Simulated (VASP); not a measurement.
Wanted: the native input for a VASP 6.6.1 run.

```yaml
Task: single point
Functional: LDA
Potentials_or_basis: VASP PAW LDA potentials, release 64 (Ta_pv, Cu, N)
Cutoff: 520 eV
k_mesh: 12 × 12 × 12
Occupations: gaussian, width 0.05 eV
Spin: no spin polarisation
Dipole_correction: no
k_mesh_for_the_DOS: 18 × 18 × 18
Occupations_for_the_DOS: tetrahedron
Further_INCAR_settings: ALGO = Normal; EDIFF = 1e-07
```

TaCuN2:

```
Ta Cu N
1.0
     1.55045    0.89515    5.72653
    -1.55045    0.89515    5.72653
     0.00000   -1.79030    5.72653
Ta Cu N
1 1 2
Direct
  0.50000 0.50000 0.50000
  0.00000 0.00000 0.00000
  0.10531 0.10531 0.10531
  0.89469 0.89469 0.89469
```

One way to write it, as run:

POSCAR

```
TaCuN2
1.0
    1.5504467605      0.8951508545      5.7265317176
   -1.5504467605      0.8951508545      5.7265317176
    0.0000000000     -1.7903017091      5.7265317176
Ta Cu N
1 1 2
Direct
    0.5000000000      0.5000000000      0.5000000000
    0.0000000000      0.0000000000      0.0000000000
    0.1053117348      0.1053117348      0.1053117348
    0.8946882652      0.8946882652      0.8946882652
```

INCAR.step1

```
SYSTEM = TaCuN2
PREC = Accurate
ENCUT = 520
EDIFF = 1E-7
ISMEAR = 0
SIGMA = 0.05
LREAL = .FALSE.
LASPH = .TRUE.
NELM = 80
ALGO = Normal
ISIF = 2
LWAVE = .FALSE.
LCHARG = .TRUE.
LMAXMIX = 4
NBANDS = 24
```

KPOINTS.step1

```
Automatic mesh
0
G
  12 12 12
  0 0 0
```

INCAR.step2

```
SYSTEM = TaCuN2
PREC = Accurate
ENCUT = 520
EDIFF = 1E-7
ISMEAR = -5
SIGMA = 0.05
LREAL = .FALSE.
LASPH = .TRUE.
NELM = 80
ALGO = Normal
ISIF = 2
LWAVE = .FALSE.
LCHARG = .FALSE.
LMAXMIX = 4
LORBIT = 10
NEDOS = 1001
ICHARG = 11
```

KPOINTS.step2

```
Automatic mesh
0
G
  18 18 18
  0 0 0
```

Potentials or basis: VASP PAW LDA potentials, release 64 (Ta_pv, Cu, N).

Launch:

```bash
$ cat potpaw_LDA.64/Ta_pv/POTCAR potpaw_LDA.64/Cu/POTCAR potpaw_LDA.64/N/POTCAR > POTCAR
$ cp INCAR.step1 INCAR
$ cp KPOINTS.step1 KPOINTS
$ mpirun -np 1 vasp_std > vasp.out
$ cp INCAR.step2 INCAR
$ cp KPOINTS.step2 KPOINTS
$ mpirun -np 1 vasp_std > vasp.out
```

It gave:

```
Valence electrons inside the program's atomic spheres : Ta 8.94; Cu 10.09; N 3.77
```

Run time: 52 min on 1 thread of Oxide Virtual Turin-like Processor (shared host), peak memory 0.73 GiB.
